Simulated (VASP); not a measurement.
# WSe2 (P-6m2) in VASP: notebook

The runs below take WSe2 through single point, with PBE+D3(BJ).

All numbers are computed with VASP 6.6.1; they aren't measurements. Logs are shortened: lines on timing, memory, paths and dates and some standing lists are left out, and cuts for length are marked.

### Step 1. The cell of the first run

The structure is hexagonal, space group P-6m2 (No. 187). Conventional cell: a = 3.279 Å, b = 3.279 Å, c = 7.006 Å, α = 90.00°, β = 90.00°, γ = 120.00°. W (site symmetry -6m2) has 6 Se at 2.48 Å and 6 W at 3.28 Å within 3.3 Å. Within 3.3 Å of Se (site symmetry 3m) lie 3 W at 2.48 Å and 7 Se at 3.20 to 3.28 Å.

### Step 2. Single point, PBE+D3(BJ) (c/a of the conventional cell at fixed volume 2.1365)

INCAR

```
SYSTEM = WSe2
PREC = Accurate ; ENCUT = 520
EDIFF = 1E-6 ; ISMEAR = 0
SIGMA = 0.05 ; LREAL = .FALSE.
LASPH = .TRUE. ; NELM = 80
ALGO = Normal ; ISIF = 2
LWAVE = .FALSE. ; LCHARG = .TRUE.
GGA = PE ; IVDW = 12
LELF = .TRUE. ; LVHAR = .TRUE.
NBANDS = 20
```

KPOINTS

```
regular mesh
0
G
  9 9 4
  0 0 0
```

POSCAR

```
WSe2
1.0
    3.2789854936      0.0000000000      0.0000000000
   -1.6394927468      2.8396847361      0.0000000000
    0.0000000000      0.0000000000      7.0056191088
W Se
1 2
Direct
    0.0000000000      0.0000000000      0.0000000000
    0.3333333333      0.6666666667      0.2286623833
    0.3333333333      0.6666666667      0.7713376167
```

Potentials or basis: VASP PAW PBE potentials, release 64 (W_sv, Se).

The run is started by

```bash
$ cat potpaw_PBE.64/W_sv/POTCAR potpaw_PBE.64/Se/POTCAR > POTCAR
$ mpirun -np 1 vasp_std > vasp.out
```

OUTCAR:

```text
SYSTEM = WSe2
   PREC = Accurate
   ENCUT = 520
   EDIFF = 1E-6
   ISMEAR = 0
   LREAL = .FALSE.
   LASPH = .TRUE.
   NELM = 80
   ISIF = 2
   GGA = PE
   IVDW = 12
 IVDW          = 12

 ion  position               nearest neighbor table
   1  0.000  0.000  0.000-   2 2.48   3 2.48   2 2.48   3 2.48   2 2.48   3 2.48
   2  0.333  0.667  0.229-   1 2.48   1 2.48   1 2.48
   3  0.333  0.667  0.771-   1 2.48   1 2.48   1 2.48

  LATTYP: Found a hexagonal cell.
 ALAT       =     3.2789854936
 C/A-ratio  =     2.1365203117

  Lattice vectors:

 A1 = (   3.2789854936,   0.0000000000,   0.0000000000)
 A2 = (  -1.6394927468,   2.8396847361,   0.0000000000)
 A3 = (   0.0000000000,   0.0000000000,   7.0056191088)

Analysis of symmetry for initial positions (statically):
=====================================================================
 Subroutine PRICEL returns:
 Original cell was already a primitive cell.

 Routine SETGRP: Setting up the symmetry group for a
 hexagonal supercell.

 Subroutine GETGRP returns: Found 12 space group operations
 (whereof 12 operations were pure point group operations)
 out of a pool of 24 trial point group operations.

The static configuration has the point symmetry D_3h.

Analysis of symmetry for dynamics (positions and initial velocities):
=====================================================================
 Subroutine PRICEL returns:
 Original cell was already a primitive cell.

 Routine SETGRP: Setting up the symmetry group for a
 hexagonal supercell.

 Subroutine GETGRP returns: Found 12 space group operations
 (whereof 12 operations were pure point group operations)
 out of a pool of 24 trial point group operations.

The dynamic configuration has the point symmetry D_3h.

 Subroutine INISYM returns: Found 12 space group operations
 (whereof 12 operations are pure point group operations),
 and found     1 'primitive' translations

----------------------------------------------------------------------------------------

                                     Primitive cell

  volume of cell :      65.2313

  direct lattice vectors                    reciprocal lattice vectors
     3.278985494  0.000000000  0.000000000     0.304972377  0.176075884  0.000000000
    -1.639492747  2.839684736  0.000000000     0.000000000  0.352151768  0.000000000
     0.000000000  0.000000000  7.005619109     0.000000000  0.000000000  0.142742559

  length of vectors
     3.278985494  3.278985494  7.005619109     0.352151768  0.352151768  0.142742559

  position of ions in fractional coordinates (direct lattice)
     0.000000000  0.000000000  0.000000000
     0.333333333  0.666666667  0.228662383
     0.333333333  0.666666667  0.771337617

  ion indices of the primitive-cell ions
   primitive index   ion index
                 1           1
                 2           2
                 3           3

----------------------------------------------------------------------------------------

 KPOINTS: regular mesh

Automatic generation of k-mesh.
 Grid dimensions read from file:
 generate k-points for:    9    9    4

 Generating k-lattice:

  Cartesian coordinates                     Fractional coordinates (reciprocal lattice)
     0.033885820  0.019563987  0.000000000     0.111111111  0.000000000  0.000000000
     0.000000000  0.039127974  0.000000000     0.000000000  0.111111111  0.000000000
     0.000000000  0.000000000  0.035685640     0.000000000  0.000000000  0.250000000

  Length of vectors
     0.039127974  0.039127974  0.035685640

  Shift w.r.t. Gamma in fractional coordinates (k-lattice)
     0.000000000  0.000000000  0.000000000

 Subroutine IBZKPT returns following result:
 ===========================================

 Found     36 irreducible k-points:

 Following reciprocal coordinates:
            Coordinates               Weight
  0.000000  0.000000  0.000000      1.000000
  0.111111  0.000000  0.000000      6.000000
  0.222222  0.000000  0.000000      6.000000
  0.333333  0.000000  0.000000      6.000000
  0.444444  0.000000  0.000000      6.000000
  0.111111  0.111111  0.000000      6.000000
[... 16 lines left out ...]
  0.333333  0.222222  0.250000     24.000000
  0.333333  0.333333  0.250000      4.000000
 [... further k-points ...]
   k-points           NKPTS =     36   k-points in BZ     NKDIM =     36   number of bands    NBANDS=     20
   number of dos      NEDOS =    301   number of ions     NIONS =      3
   total plane-waves  NPLWV =  31104
   dimension x,y,z NGX =    24 NGY =   24 NGZ =   54
   dimension x,y,z NGXF=    48 NGYF=   48 NGZF=  108
   ions per type =               1   2
   NGX,Y,Z   is equivalent  to a cutoff of  12.17, 12.17, 12.81 a.u.
   NGXF,Y,Z  is equivalent  to a cutoff of  24.34, 24.34, 25.63 a.u.
 SYSTEM =  WSe2
   PREC   = accura    normal or accurate (medium, high low for compatibility)
   ISTART =      0    job   : 0-new  1-cont  2-samecut
   ICHARG =      2    charge: 1-file 2-atom 10-const
   ISPIN  =      1    spin polarized calculation?
   LNONCOLLINEAR =      F non collinear calculations
   LSORBIT =      F    spin-orbit coupling
   LASPH  =      T    aspherical Exc in radial PAW
   ENCUT  =  520.0 eV  38.22 Ry    6.18 a.u.   6.10  6.10 13.03*2*pi/ulx,y,z
   NELM   =     80;   NELMIN=  2; NELMDL= -5     # of ELM steps
   EDIFF  = 0.1E-05   stopping-criterion for ELM
   LREAL  =      F    real-space projection
   EDIFFG = 0.1E-04   stopping-criterion for IOM
   NSW    =      0    number of steps for IOM
   IBRION =     -1    ionic relax: 0-MD 1-quasi-New 2-CG
   NFREE  =      0    steps in history (QN), initial steepest desc. (CG)
   ISIF   =      2    stress and relaxation
   ISYM   =      2    0-nonsym 1-usesym 2-fastsym
   POTIM  = 0.5000    time-step for ionic-motion
   TEBEG  =    0.0;   TEEND  =   0.0 temperature during run
   PSTRESS=    0.0 pullay stress
   NELECT =      26.0000    total number of electrons
   NUPDOWN=      -1.0000    fix difference up-down
   EMIN   =  10.00;   EMAX   =-10.00  energy-range for DOS
   EFERMI =   0.00;   METHOD = LEGACY
   ISMEAR =     0;   SIGMA  =   0.05  broadening in eV -4-tet -1-fermi 0-gaus
   EFERMI_NEDOS =   21; number of points for ismear=-14 and -15
   IALGO  =     38    algorithm
   IMIX   =      4    mixing-type and parameters
     AMIX     =   0.40;   BMIX     =  1.00
     AMIX_MAG =   1.60;   BMIX_MAG =  1.00
  volume/ion in A,a.u.               =      21.74       146.73
  Fermi-wavevector in a.u.,A,eV,Ry     =   1.204797  2.276736 19.749346  1.451536
  Thomas-Fermi vector in A             =   2.340512
   LORBIT       =      0    0 simple, 1 ext, 2 COOP (PROOUT), +10 PAW based schemes
   GGA     = PE    functional components
   LHFCALC =     F    Hartree Fock is set to
   AEXX    =    0.0000 exact exchange contribution
   IVDW    =    12    specifies the selected vdW correction
   LEPSILON=     F    determine dielectric tensor
   LRPA    =     F    only Hartree local field effects (RPA)
 non-spin polarized calculation
 Gauss-broadening in eV      SIGMA  =   0.05
  energy-cutoff  :      520.00
  volume of cell :       65.23
 maximum number of plane-waves:      1776
   NGX = 13   NGY = 13   NGZ = 27

 number of electron      25.9999998 magnetization

 Free energy of the ion-electron system (eV)
  ---------------------------------------------------
  ext. energy  EPLUGINS =         0.00000000
  ---------------------------------------------------
  free energy    TOTEN  =       -21.41065758 eV

  energy without entropy =      -21.41065758  energy(sigma->0) =      -21.41065758

 E-fermi :   5.7942     XC(G=0): -10.1174

 val. band max:        5.4911904041   @ k =   0.0000   0.0000   0.5000
 cond. band min:       6.6431209452   @ k =   0.3333   0.3333   0.0000
 fundamental gap:      1.1519305411
 Fermi energy:         5.7942071453

 k-point     1 :       0.0000    0.0000    0.0000
  band No.  band energies     occupation
      1     -68.7354      2.00000
      2     -33.0221      2.00000
      3     -32.9055      2.00000
      4     -32.9055      2.00000
      5      -9.9600      2.00000
      6      -8.3173      2.00000
[... 12 lines left out ...]
     19      12.4748      0.00000
     20      13.7503      0.00000

 k-point     2 :       0.1111    0.0000    0.0000
  band No.  band energies     occupation
      1     -68.7341      2.00000
      2     -33.0161      2.00000
      3     -32.9357      2.00000
      4     -32.9124      2.00000
      5      -9.7672      2.00000
      6      -8.2359      2.00000
[... 12 lines left out ...]
     19      12.8477      0.00000
     20      14.7149      0.00000

 k-point     3 :       0.2222    0.0000    0.0000
  band No.  band energies     occupation
      1     -68.7307      2.00000
      2     -33.0117      2.00000
      3     -33.0008      2.00000
      4     -32.9301      2.00000
      5      -9.2372      2.00000
      6      -8.0139      2.00000
[... 12 lines left out ...]
     19      13.5918      0.00000
     20      14.2467      0.00000

 k-point     4 :       0.3333    0.0000    0.0000
  band No.  band energies     occupation
      1     -68.7269      2.00000
      2     -33.0967      2.00000
      3     -32.9833      2.00000
      4     -32.9501      2.00000
      5      -8.5300      2.00000
      6      -7.7264      2.00000
[... 12 lines left out ...]
     19      12.2836      0.00000
     20      13.4310      0.00000

 k-point     5 :       0.4444    0.0000    0.0000
  band No.  band energies     occupation
      1     -68.7244      2.00000
      2     -33.1515      2.00000
      3     -32.9719      2.00000
      4     -32.9631      2.00000
      5      -7.9689      2.00000
      6      -7.5118      2.00000
[... 12 lines left out ...]
     19      12.1157      0.00000
     20      13.0504      0.00000
[... 353 lines left out ...]
      6      -7.4782      2.00000
[... 12 lines left out ...]
     19      13.4773      0.00000
     20      13.6939      0.00000

 k-point    22 :       0.2222    0.2222    0.2500
  band No.  band energies     occupation
      1     -68.7253      2.00000
      2     -33.1018      2.00000
      3     -32.9915      2.00000
      4     -32.9756      2.00000
      5      -8.1539      2.00000
      6      -7.6164      2.00000
[... 12 lines left out ...]
     19      13.3122      0.00000
     20      14.0976      0.00000

 k-point    23 :       0.3333    0.2222    0.2500
  band No.  band energies     occupation
      1     -68.7234      2.00000
      2     -33.1218      2.00000
      3     -33.0239      2.00000
      4     -32.9669      2.00000
      5      -7.7065      2.00000
      6      -7.4237      2.00000
[... 12 lines left out ...]
     19      12.8077      0.00000
     20      14.2209      0.00000

 k-point    24 :       0.3333    0.3333    0.2500
  band No.  band energies     occupation
      1     -68.7227      2.00000
      2     -33.0981      2.00000
      3     -33.0660      2.00000
      4     -32.9639      2.00000
      5      -7.5489      2.00000
      6      -7.3459      2.00000
[... 12 lines left out ...]
     19      11.7399      0.00000
     20      14.6961      0.00000

 [... further k-points ...]

------------------------ aborting loop because EDIFF is reached ----------------------------------------

 Edisp (eV)   -1.29798

 E8    (eV) :    -0.5792

  FORCE on cell =-STRESS in cart. coord.  units (eV):
  Direction    XX          YY          ZZ          XY          YZ          ZX
  --------------------------------------------------------------------------------------
  -------------------------------------------------------------------------------------
  Total       2.18591     2.18591     5.14322     0.00000     0.00000     0.00000
  in kB      53.68925    53.68925   126.32518     0.00000     0.00000     0.00000
  external pressure =       77.90 kB  Pullay stress =        0.00 kB

 VOLUME and BASIS-vectors are now :
 -----------------------------------------------------------------------------
  energy-cutoff  :      520.00
  volume of cell :       65.23
      direct lattice vectors                 reciprocal lattice vectors
     3.278985494  0.000000000  0.000000000     0.304972377  0.176075884  0.000000000
    -1.639492747  2.839684736  0.000000000     0.000000000  0.352151768  0.000000000
     0.000000000  0.000000000  7.005619109     0.000000000  0.000000000  0.142742559

 POSITION                                       TOTAL-FORCE (eV/Angst)
 -----------------------------------------------------------------------------------
      0.00000      0.00000      0.00000        -0.000000     -0.000000      0.000000
     -0.00000      1.89312      1.60192         0.000000     -0.000000      1.725730
     -0.00000      1.89312      5.40370        -0.000000      0.000000     -1.725730
 -----------------------------------------------------------------------------------
    total drift:                                0.000000     -0.000000     -0.000000

  FREE ENERGIE OF THE ION-ELECTRON SYSTEM (eV)
  ---------------------------------------------------
  free  energy   TOTEN  =       -22.7086328098 eV

  energy  without entropy=      -22.7086328098  energy(sigma->0) =      -22.70863281
```

Wall time 27 s (1 thread of Intel Xeon Platinum 8375C at 2.90GHz (Ice Lake), shared host); peak memory 0.21 GiB.

What came out:

| Item | Value |
| --- | --- |
| Free energy | -22.7086 eV |
| Pressure | 7.8 GPa |
| Largest force | 1.726 eV/Å |
| Band gap on the k mesh | 1.15 eV, indirect (least direct gap 1.46 eV) |
| Dispersion energy per atom | -0.433 eV |

Forces in eV/Å, atoms in the order of the input:
```
W    0.000  0.000  0.000
Se   0.000  0.000  1.726
Se   0.000  0.000 -1.726
```

Caveat: spin-orbit coupling is left out, which moves the levels of the heavy elements; forces of over 1 eV/Å act on the atoms, so gaps and moduli don't describe the material at rest. A k mesh can miss the band edges.

### Step 3. Single point, PBE+D3(BJ) (c/a of the conventional cell at fixed volume 2.4143)

INCAR

```
ALGO = Normal
EDIFF = 1E-6
ENCUT = 520
GGA = PE
ISIF = 2
ISMEAR = 0
IVDW = 12
LASPH = T
LCHARG = F
LREAL = F
LWAVE = F
NBANDS = 20
NELM = 60
PREC = Accurate
SIGMA = 0.05
```

KPOINTS

```
k-points
0
Gamma
  9 9 4
```

POSCAR

```
WSe2
1.0
    3.1480727436      0.0000000000      0.0000000000
   -1.5740363718      2.7263109689      0.0000000000
    0.0000000000      0.0000000000      7.6003920249
W Se
1 2
Direct
    0.0000000000      0.0000000000      0.0000000000
    0.3333333333      0.6666666667      0.2405528385
    0.3333333333      0.6666666667      0.7594471615
```

Potentials or basis: VASP PAW PBE potentials, release 64 (W_sv, Se).

The run is started by

```bash
$ cat potpaw_PBE.64/W_sv/POTCAR potpaw_PBE.64/Se/POTCAR > POTCAR
$ mpirun -np 1 vasp_std > vasp.out
```

Run time: 27 s. Hardware: 1 thread of Intel Xeon Platinum 8375C at 2.90GHz (Ice Lake), shared host; peak memory 0.21 GiB.

It converged, with:

```
Free energy                : -22.5456 eV
Pressure                   : -1.1 GPa
Largest force              : 1.317 eV/Å
Band gap on the k mesh     : 0.95 eV, indirect (least direct gap 1.56 eV)
Dispersion energy per atom : -0.433 eV
```

Forces in eV/Å, atoms in the order of the input:
```
W    0.000  0.000  0.000
Se   0.000  0.000 -1.317
Se   0.000  0.000  1.317
```

Stress tensor (GPa, compression positive):
```
  5.23   0.00   0.00
  0.00   5.23   0.00
  0.00   0.00 -13.62
```

Levels at points of the mesh, in eV from the valence-band top:
```
           k point  band 11  band 12  band 13  band 14  band 15  band 16
(0.00, 0.00, 0.00)    -1.56    -0.36    -0.36     3.22     3.22     3.37
(0.00, 0.00, 0.50)    -0.89    -0.37    -0.37     3.28     3.28     3.32
```

Caveat: spin-orbit coupling is left out, which moves the levels of the heavy elements; forces of over 1 eV/Å act on the atoms, so gaps and moduli don't describe the material at rest. A k mesh can miss the band edges.

### Step 4. Single point, PBE+D3(BJ) (c/a of the conventional cell at fixed volume 2.1365)

INCAR

```
PREC = Accurate ; ENCUT = 520
EDIFF = 1E-6 ; ISMEAR = 0
SIGMA = 0.05 ; LREAL = F
LASPH = T ; NELM = 80
ALGO = Normal ; ISIF = 2
LWAVE = F ; LCHARG = F
GGA = PE ; IVDW = 12
NBANDS = 20
```

KPOINTS

```
regular mesh
0
Gamma
  9 9 4
```

POSCAR

```
WSe2
1.0
    3.2789854936      0.0000000000      0.0000000000
   -1.6394927468      2.8396847361      0.0000000000
    0.0000000000      0.0000000000      7.0056191088
W Se
1 2
Direct
    0.0000000000      0.0000000000      0.0000000000
    0.3333333333      0.6666666667      0.2524432937
    0.3333333333      0.6666666667      0.7475567063
```

The run is started by

```bash
$ cat potpaw_PBE.64/W_sv/POTCAR potpaw_PBE.64/Se/POTCAR > POTCAR
$ mpirun -np 1 vasp_std > vasp.out
```

Run time: 28 s. Hardware: 1 thread of Intel Xeon Platinum 8375C at 2.90GHz (Ice Lake), shared host; peak memory 0.21 GiB.

It converged, with:

- Free energy: -22.7412 eV
- Pressure: -5.8 GPa
- Largest force: 1.326 eV/Å
- Band gap on the k mesh: 1.02 eV, indirect (least direct gap 1.78 eV)
- Dispersion energy per atom: -0.432 eV

Forces on the atoms (eV/Å):
```
W    0.000  0.000  0.000
Se   0.000  0.000 -1.326
Se   0.000  0.000  1.326
```

Stress tensor (GPa, compression positive):
```
 -3.64   0.00   0.00
  0.00  -3.64   0.00
  0.00   0.00 -10.09
```

Levels at points of the mesh, in eV from the valence-band top:
```tsv
k point	band 10	band 11	band 12	band 13	band 14	band 15	band 16	band 17
(0.00, 0.00, 0.00)	-1.51	-1.21	-0.93	-0.93	2.75	2.75	2.90	2.90
(0.00, 0.00, 0.50)	-1.99	-0.97	-0.97	-0.22	2.77	2.77	2.92	2.92
```

Caveat: spin-orbit coupling is left out, which moves the levels of the heavy elements; forces of over 1 eV/Å act on the atoms, so gaps and moduli don't describe the material at rest. A k mesh can miss the band edges.

(Part 1 of 2 ends here.)
